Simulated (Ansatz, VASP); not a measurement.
# One calculation of HfC, two programs

```
CELL_PARAMETERS angstrom
0.00000 2.30382 2.30382
2.30382 0.00000 2.30382
2.30382 2.30382 0.00000
ATOMIC_POSITIONS crystal
Hf 0.50000 0.50000 0.50000
C 0.00000 0.00000 0.00000
```

Alike in both runs: functional PBEsol; k mesh 12 × 12 × 12; occupations gaussian, width 0.1 eV; no spin polarisation.

Ansatz relaxed the structure, and its values are those at the end. VASP's run is a single point on that final structure, the one shown.

|  | VASP | Ansatz |
| --- | --- | --- |
| version | VASP 6.6.1 | Ansatz 0.2.0 |
| potentials or method | VASP PAW PBE potentials, release 64 (Hf_pv, C), cutoff 520 eV | plane-wave PAW, scalar-relativistic |
| valence electrons in the cell | 14 | 30 |

VASP gave:

```
pressure (GPa) : -0.4
```

Q: Estimate Ansatz's values.

A: Pressure (GPa): 0.0.

VASP's potentials were made for PBE, not for PBEsol, and Ansatz warns of the same on its side. VASP's potentials hold 14 valence electrons a cell and Ansatz's 30, so a difference there can come from the potentials and not from the codes.

Spin-orbit coupling is off throughout.
